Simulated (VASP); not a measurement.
# InSb (zincblende type) (F-43m) in VASP: notebook

Runs on InSb (zincblende type). Level: PBE. Tasks: single point.

Everything below comes from runs of VASP 6.6.1. Logs are shortened: lines on timing, memory, paths and dates and some standing lists are left out, and cuts for length are marked.

## (1) The cell of the first run

The structure is cubic, space group F-43m (No. 216). Conventional cell: a = 5.438 Å, b = 5.438 Å, c = 5.438 Å, α = 90.00°, β = 90.00°, γ = 90.00°. In (site symmetry -43m) has 4 Sb at 2.35 Å within 3.1 Å. Within 3.1 Å of Sb (site symmetry -43m) lie 4 In at 2.35 Å.

## (2) Single point, PBE (volume scaled by 0.55)

INCAR reads:

```
SYSTEM = InSb
PREC = Accurate
ENCUT = 520
EDIFF = 1E-6
ISMEAR = -1
SIGMA = 0.1
LREAL = .False.
LASPH = .True.
NELM = 100
ALGO = Normal
ISIF = 2
LWAVE = .False.
LCHARG = .True.
GGA = PE
LELF = .True.
LVHAR = .True.
NBANDS = 16
```

KPOINTS reads:

```
Automatic mesh
0
Gamma
  11 11 11
  0 0 0
```

POSCAR reads:

```
InSb
1.0
    0.0000000000      2.7187785378      2.7187785378
    2.7187785378      0.0000000000      2.7187785378
    2.7187785378      2.7187785378      0.0000000000
In Sb
1 1
Direct
    0.0000000000      0.0000000000      0.0000000000
    0.2500000000      0.2500000000      0.2500000000
```

Potentials or basis: VASP PAW PBE potentials, release 64 (In_d, Sb).

Run with:

```sh
cat potpaw_PBE.64/In_d/POTCAR potpaw_PBE.64/Sb/POTCAR > POTCAR
mpirun -np 1 vasp_std > vasp.out
```

OUTCAR:

```text
SYSTEM = InSb
   PREC = Accurate
   ENCUT = 520
   EDIFF = 1E-6
   ISMEAR = -1
   LREAL = .False.
   LASPH = .True.
   NELM = 100
   ISIF = 2
   GGA = PE

 ion  position               nearest neighbor table
   1  0.000  0.000  0.000-   2 2.35   2 2.35   2 2.35   2 2.35
   2  0.250  0.250  0.250-   1 2.35   1 2.35   1 2.35   1 2.35

  LATTYP: Found a face centered cubic cell.
 ALAT       =     5.4375570756

  Lattice vectors:

 A1 = (   0.0000000000,   2.7187785378,   2.7187785378)
 A2 = (   2.7187785378,   0.0000000000,   2.7187785378)
 A3 = (   2.7187785378,   2.7187785378,   0.0000000000)

Analysis of symmetry for initial positions (statically):
=====================================================================
 Subroutine PRICEL returns:
 Original cell was already a primitive cell.

 Routine SETGRP: Setting up the symmetry group for a
 face centered cubic supercell.

 Subroutine GETGRP returns: Found 24 space group operations
 (whereof 24 operations were pure point group operations)
 out of a pool of 48 trial point group operations.

The static configuration has the point symmetry T_d .

Analysis of symmetry for dynamics (positions and initial velocities):
=====================================================================
 Subroutine PRICEL returns:
 Original cell was already a primitive cell.

 Routine SETGRP: Setting up the symmetry group for a
 face centered cubic supercell.

 Subroutine GETGRP returns: Found 24 space group operations
 (whereof 24 operations were pure point group operations)
 out of a pool of 48 trial point group operations.

The dynamic configuration has the point symmetry T_d .

 Subroutine INISYM returns: Found 24 space group operations
 (whereof 24 operations are pure point group operations),
 and found     1 'primitive' translations

----------------------------------------------------------------------------------------

                                     Primitive cell

  volume of cell :      40.1931

  direct lattice vectors                    reciprocal lattice vectors
     0.000000000  2.718778538  2.718778538    -0.183906116  0.183906116  0.183906116
     2.718778538  0.000000000  2.718778538     0.183906116 -0.183906116  0.183906116
     2.718778538  2.718778538  0.000000000     0.183906116  0.183906116 -0.183906116

  length of vectors
     3.844933481  3.844933481  3.844933481     0.318534736  0.318534736  0.318534736

  position of ions in fractional coordinates (direct lattice)
     0.000000000  0.000000000  0.000000000
     0.250000000  0.250000000  0.250000000

  ion indices of the primitive-cell ions
   primitive index   ion index
                 1           1
                 2           2

----------------------------------------------------------------------------------------

 KPOINTS: Automatic mesh

Automatic generation of k-mesh.
 Grid dimensions read from file:
 generate k-points for:   11   11   11

 Generating k-lattice:

  Cartesian coordinates                     Fractional coordinates (reciprocal lattice)
    -0.016718738  0.016718738  0.016718738     0.090909091  0.000000000  0.000000000
     0.016718738 -0.016718738  0.016718738     0.000000000  0.090909091  0.000000000
     0.016718738  0.016718738 -0.016718738     0.000000000  0.000000000  0.090909091

  Length of vectors
     0.028957703  0.028957703  0.028957703

  Shift w.r.t. Gamma in fractional coordinates (k-lattice)
     0.000000000  0.000000000  0.000000000

 Subroutine IBZKPT returns following result:
 ===========================================

 Found     56 irreducible k-points:

 Following reciprocal coordinates:
            Coordinates               Weight
  0.000000  0.000000  0.000000      1.000000
  0.090909  0.000000  0.000000      8.000000
  0.181818  0.000000  0.000000      8.000000
  0.272727  0.000000  0.000000      8.000000
  0.363636  0.000000  0.000000      8.000000
  0.454545  0.000000  0.000000      8.000000
[... 16 lines left out ...]
 -0.272727  0.181818  0.000000     24.000000
 -0.181818  0.181818  0.000000     12.000000
 [... further k-points ...]
   k-points           NKPTS =     56   k-points in BZ     NKDIM =     56   number of bands    NBANDS=     16
   number of dos      NEDOS =    301   number of ions     NIONS =      2
   total plane-waves  NPLWV =  27000
   dimension x,y,z NGX =    30 NGY =   30 NGZ =   30
   dimension x,y,z NGXF=    60 NGYF=   60 NGZF=   60
   ions per type =               1   1
   NGX,Y,Z   is equivalent  to a cutoff of  12.97, 12.97, 12.97 a.u.
   NGXF,Y,Z  is equivalent  to a cutoff of  25.94, 25.94, 25.94 a.u.
 SYSTEM =  InSb
   PREC   = accura    normal or accurate (medium, high low for compatibility)
   ISTART =      0    job   : 0-new  1-cont  2-samecut
   ICHARG =      2    charge: 1-file 2-atom 10-const
   ISPIN  =      1    spin polarized calculation?
   LNONCOLLINEAR =      F non collinear calculations
   LSORBIT =      F    spin-orbit coupling
   LASPH  =      T    aspherical Exc in radial PAW
   ENCUT  =  520.0 eV  38.22 Ry    6.18 a.u.   7.15  7.15  7.15*2*pi/ulx,y,z
   NELM   =    100;   NELMIN=  2; NELMDL= -5     # of ELM steps
   EDIFF  = 0.1E-05   stopping-criterion for ELM
   LREAL  =      F    real-space projection
   EDIFFG = 0.1E-04   stopping-criterion for IOM
   NSW    =      0    number of steps for IOM
   IBRION =     -1    ionic relax: 0-MD 1-quasi-New 2-CG
   NFREE  =      0    steps in history (QN), initial steepest desc. (CG)
   ISIF   =      2    stress and relaxation
   ISYM   =      2    0-nonsym 1-usesym 2-fastsym
   POTIM  = 0.5000    time-step for ionic-motion
   TEBEG  =    0.0;   TEEND  =   0.0 temperature during run
   PSTRESS=    0.0 pullay stress
   NELECT =      18.0000    total number of electrons
   NUPDOWN=      -1.0000    fix difference up-down
   EMIN   =  10.00;   EMAX   =-10.00  energy-range for DOS
   EFERMI =   0.00;   METHOD = LEGACY
   ISMEAR =    -1;   SIGMA  =   0.10  broadening in eV -4-tet -1-fermi 0-gaus
   EFERMI_NEDOS =   21; number of points for ismear=-14 and -15
   IALGO  =     38    algorithm
   IMIX   =      4    mixing-type and parameters
     AMIX     =   0.40;   BMIX     =  1.00
     AMIX_MAG =   1.60;   BMIX_MAG =  1.00
  volume/ion in A,a.u.               =      20.10       135.62
  Fermi-wavevector in a.u.,A,eV,Ry     =   1.252512  2.366904 21.344628  1.568786
  Thomas-Fermi vector in A             =   2.386409
   LORBIT       =      0    0 simple, 1 ext, 2 COOP (PROOUT), +10 PAW based schemes
   GGA     = PE    functional components
   LHFCALC =     F    Hartree Fock is set to
   AEXX    =    0.0000 exact exchange contribution
   IVDW    =     0    specifies the selected vdW correction
   LEPSILON=     F    determine dielectric tensor
   LRPA    =     F    only Hartree local field effects (RPA)
 non-spin polarized calculation
  energy-cutoff  :      520.00
  volume of cell :       40.19
 maximum number of plane-waves:      1092
 NGX is ok and might be reduce to    30
   NGX = 15   NGY = 15   NGZ = 15

 number of electron      17.9999995 magnetization

 Free energy of the ion-electron system (eV)
  ---------------------------------------------------
  ext. energy  EPLUGINS =         0.00000000
  ---------------------------------------------------
  free energy    TOTEN  =        -1.69061514 eV

  energy without entropy =       -1.68571047  energy(sigma->0) =       -1.68816280

 E-fermi :  12.7419     XC(G=0): -11.1641

 val. band max:       12.6124626204   @ k =  -0.0909   0.0909   0.0000
 cond. band min:      12.7533203590   @ k =   0.4545   0.4545   0.0000
 fundamental gap:      0.1408577385
 Fermi energy:        12.7419398639

 k-point     1 :       0.0000    0.0000    0.0000
  band No.  band energies     occupation
      1      -4.3761      2.00000
      2      -4.3761      2.00000
      3      -4.3761      2.00000
      4      -4.0042      2.00000
      5      -4.0042      2.00000
      6      -2.7933      2.00000
[... 8 lines left out ...]
     15      21.0258      0.00000
     16      21.0258      0.00000

 k-point     2 :       0.0909    0.0000    0.0000
  band No.  band energies     occupation
      1      -4.4105      2.00000
      2      -4.3665      2.00000
      3      -4.3665      2.00000
      4      -4.0064      2.00000
      5      -4.0064      2.00000
      6      -2.6331      2.00000
[... 8 lines left out ...]
     15      20.3594      0.00000
     16      20.3594      0.00000

 k-point     3 :       0.1818    0.0000    0.0000
  band No.  band energies     occupation
      1      -4.4895      2.00000
      2      -4.3421      2.00000
      3      -4.3421      2.00000
      4      -4.0106      2.00000
      5      -4.0106      2.00000
      6      -2.1756      2.00000
[... 8 lines left out ...]
     15      19.8771      0.00000
     16      19.8771      0.00000

 k-point     4 :       0.2727    0.0000    0.0000
  band No.  band energies     occupation
      1      -4.5752      2.00000
      2      -4.3137      2.00000
      3      -4.3137      2.00000
      4      -4.0120      2.00000
      5      -4.0120      2.00000
      6      -1.4612      2.00000
[... 8 lines left out ...]
     15      20.2489      0.00000
     16      20.2887      0.00000

 k-point     5 :       0.3636    0.0000    0.0000
  band No.  band energies     occupation
      1      -4.6439      2.00000
      2      -4.2926      2.00000
      3      -4.2926      2.00000
      4      -4.0078      2.00000
      5      -4.0078      2.00000
      6      -0.5482      2.00000
[... 8 lines left out ...]
     15      21.3412      0.00000
     16      21.9517      0.00000

 k-point     6 :       0.4545    0.0000    0.0000
  band No.  band energies     occupation
      1      -4.6816      2.00000
      2      -4.2827      2.00000
      3      -4.2827      2.00000
      4      -4.0023      2.00000
      5      -4.0023      2.00000
      6       0.3381      2.00000
[... 8 lines left out ...]
     15      22.5889      0.00000
     16      23.5848      0.00000

 k-point     7 :       0.0909    0.0909    0.0000
  band No.  band energies     occupation
      1      -4.4295      2.00000
      2      -4.3578      2.00000
      3      -4.3578      2.00000
      4      -4.0136      2.00000
      5      -4.0026      2.00000
      6      -2.5811      2.00000
[... 8 lines left out ...]
     15      19.9098      0.00000
     16      21.3294      0.00000

 k-point     8 :       0.1818    0.0909    0.0000
  band No.  band energies     occupation
      1      -4.4912      2.00000
      2      -4.3381      2.00000
      3      -4.3333      2.00000
      4      -4.0248      2.00000
      5      -4.0026      2.00000
      6      -2.2262      2.00000
[... 8 lines left out ...]
     15      20.5305      0.00000
     16      20.9280      0.00000

 k-point     9 :       0.2727    0.0909    0.0000
  band No.  band energies     occupation
      1      -4.5661      2.00000
      2      -4.3147      2.00000
      3      -4.3036      2.00000
      4      -4.0320      2.00000
      5      -4.0029      2.00000
      6      -1.6010      2.00000
[... 8 lines left out ...]
     15      20.8438      0.00000
     16      21.0118      0.00000
[... 172 lines left out ...]
 k-point    19 :       0.3636    0.1818    0.0000
  band No.  band energies     occupation
      1      -4.6495      2.00000
      2      -4.2657      2.00000
      3      -4.2480      2.00000
      4      -4.0679      2.00000
      5      -3.9954      2.00000
      6      -0.7009      2.00000
[... 8 lines left out ...]
     15      22.6338      0.00000
     16      23.0840      0.00000

 k-point    20 :       0.4545    0.1818    0.0000
  band No.  band energies     occupation
      1      -4.6849      2.00000
      2      -4.2610      2.00000
      3      -4.2348      2.00000
      4      -4.0556      2.00000
      5      -3.9970      2.00000
      6       0.2182      2.00000
[... 8 lines left out ...]
     15      23.4366      0.00000
     16      24.2136      0.00000

 k-point    21 :      -0.4545    0.1818    0.0000
  band No.  band energies     occupation
      1      -4.6970      2.00000
      2      -4.2615      2.00000
      3      -4.2349      2.00000
      4      -4.0377      2.00000
      5      -4.0055      2.00000
      6       0.9033      2.00000
[... 8 lines left out ...]
     15      22.4563      0.00000
     16      23.0479      0.00000

 k-point    22 :      -0.3636    0.1818    0.0000
  band No.  band energies     occupation
      1      -4.6833      2.00000
      2      -4.2645      2.00000
      3      -4.2470      2.00000
      4      -4.0242      2.00000
      5      -4.0194      2.00000
      6       0.5035      2.00000
[... 8 lines left out ...]
     15      21.4580      0.00000
     16      22.3459      0.00000

 k-point    23 :      -0.2727    0.1818    0.0000
  band No.  band energies     occupation
      1      -4.6464      2.00000
      2      -4.2722      2.00000
      3      -4.2712      2.00000
      4      -4.0295      2.00000
      5      -4.0173      2.00000
      6      -0.4087      2.00000
[... 8 lines left out ...]
     15      21.7489      0.00000
     16      23.8071      0.00000

 k-point    24 :      -0.1818    0.1818    0.0000
  band No.  band energies     occupation
      1      -4.5938      2.00000
      2      -4.3028      2.00000
      3      -4.2889      2.00000
      4      -4.0294      2.00000
      5      -4.0129      2.00000
      6      -1.2330      2.00000
[... 8 lines left out ...]
     15      21.7485      0.00000
     16      23.2573      0.00000

 [... further k-points ...]
[... 5 lines left out ...]
  --------------------------------------------------------------------------------------
  -------------------------------------------------------------------------------------
  Total       22.4984787     22.4984787     22.4984787      0.0000000      0.0000000      0.0000000
  in kB      896.8343643    896.8343643    896.8343643      0.0000000      0.0000000      0.0000000
  external PRESSURE =     896.8343643 kB  Pullay stress =       0.0000000 kB

 VOLUME and BASIS-vectors are now :
 -----------------------------------------------------------------------------
  energy-cutoff  :      520.00
  volume of cell :       40.19
      direct lattice vectors                 reciprocal lattice vectors
     0.000000000  2.718778538  2.718778538    -0.183906116  0.183906116  0.183906116
     2.718778538  0.000000000  2.718778538     0.183906116 -0.183906116  0.183906116
     2.718778538  2.718778538  0.000000000     0.183906116  0.183906116 -0.183906116

 POSITION                                       TOTAL-FORCE (eV/Angst)
 -----------------------------------------------------------------------------------
      0.00000      0.00000      0.00000         0.000000      0.000000      0.000000
      1.35939      1.35939      1.35939        -0.000000     -0.000000     -0.000000
 -----------------------------------------------------------------------------------
    total drift:                               -0.000000     -0.000000     -0.000000

  FREE ENERGIE OF THE ION-ELECTRON SYSTEM (eV)
  ---------------------------------------------------
  free  energy   TOTEN  =        -1.6906151354 eV

  energy  without entropy=       -1.6857104697  energy(sigma->0) =       -1.68816280
```

Run time: 22 s. Hardware: 1 thread of Intel Xeon Platinum 8559C (Emerald Rapids), shared host; peak memory 0.19 GiB.

What came out:

* Free energy: -1.6906 eV
* Pressure: 89.7 GPa
* Band gap on the k mesh: zero (band 9 reaches 12.90 eV, above the bottom of band 10 at 12.75 eV)

Levels at points of the mesh, in eV from the Fermi level:
| k point | band 5 | band 6 | band 7 | band 8 | band 9 | band 10 | band 11 | band 12 | band 13 | band 14 |
| --- | --- | --- | --- | --- | --- | --- | --- | --- | --- | --- |
| (0.00, 0.00, 0.00) | -16.75 | -15.54 | 0.16 | 0.16 | 0.16 | 2.55 | 2.55 | 2.55 | 2.88 | 5.92 |

Caveat: spin-orbit coupling is left out, which moves the levels of the heavy elements.

## (3) Single point, PBE (volume scaled by 0.55)

INCAR reads:

```
  ALGO = Normal
  EDIFF = 1E-7
  ENCUT = 520
  GGA = PE
  ISIF = 2
  ISMEAR = -1
  LASPH = True
  LCHARG = True
  LELF = True
  LREAL = False
  LVHAR = True
  LWAVE = False
  NBANDS = 16
  NELM = 100
  PREC = Accurate
  SIGMA = 0.1
```

KPOINTS reads:

```
k-points
0
Gamma
  11 11 11
```

POSCAR is that of step 2.

Potentials or basis: VASP PAW PBE potentials, release 64 (In_d, Sb).

Run with:

```sh
cat potpaw_PBE.64/In_d/POTCAR potpaw_PBE.64/Sb/POTCAR > POTCAR
mpirun -np 1 vasp_std > vasp.out
```

It took 26 s on 1 thread of Intel Xeon Platinum 8559C (Emerald Rapids), shared host; peak memory 0.19 GiB.

The run converged. Its results:

* Free energy: -1.6906 eV
* Pressure: 89.7 GPa
* Band gap on the k mesh: zero (band 9 reaches 12.90 eV, above the bottom of band 10 at 12.75 eV)

Levels at points of the mesh, in eV from the Fermi level:
```
           k point  band 5  band 6  band 7  band 8  band 9  band 10  band 11  band 12  band 13  band 14
(0.00, 0.00, 0.00)  -16.75  -15.54    0.16    0.16    0.16     2.55     2.55     2.55     2.88     5.92
```

Caveat: spin-orbit coupling is left out, which moves the levels of the heavy elements.

## (4) Single point, PBE (volume scaled by 0.64)

INCAR reads:

```
SYSTEM = InSb
PREC     = Accurate       ! precision mode
ENCUT    = 520            ! plane-wave cutoff, eV
EDIFF    = 1E-6           ! SCF threshold, eV
ISMEAR   = -1             ! smearing method
SIGMA    = 0.1            ! smearing width, eV
LREAL    = .False.        ! projectors in reciprocal space
LASPH    = .True.         ! aspherical terms in the spheres
NELM     = 60             ! most SCF steps
ALGO     = Normal         ! electronic algorithm
ISIF     = 2              ! what is computed and relaxed
LWAVE    = .False.        ! write WAVECAR
LCHARG   = .True.         ! write CHGCAR
GGA      = PE             ! functional
LELF     = .True.         ! ELF
LVHAR    = .True.       
NBANDS   = 16             ! bands
```

KPOINTS reads:

```
regular mesh
0
Gamma
  11 11 11
  0 0 0
```

POSCAR reads:

```
InSb
1.0
    0.0000000000      2.8596503015      2.8596503015
    2.8596503015      0.0000000000      2.8596503015
    2.8596503015      2.8596503015      0.0000000000
In Sb
1 1
Direct
    0.0000000000      0.0000000000      0.0000000000
    0.2500000000      0.2500000000      0.2500000000
```

Run with:

```sh
cat potpaw_PBE.64/In_d/POTCAR potpaw_PBE.64/Sb/POTCAR > POTCAR
mpirun -np 1 vasp_std > vasp.out
```

Run time: 25 s. Hardware: 1 thread of Intel Xeon Platinum 8559C (Emerald Rapids), shared host; peak memory 0.19 GiB.

It converged, with:

```yaml
Free_energy: -4.4096 eV
Pressure: 47.3 GPa
Band_gap_on_the_k_mesh: 0.39 eV, indirect (least direct gap 2.03 eV)
```

Levels at points of the mesh, in eV from the valence-band top:
```
           k point  band 7  band 8  band 9  band 10  band 11  band 12
(0.00, 0.00, 0.00)    0.00    0.00    0.00     2.03     2.67     2.67
```

Caveat: spin-orbit coupling is left out, which moves the levels of the heavy elements. A k mesh can miss the band edges.
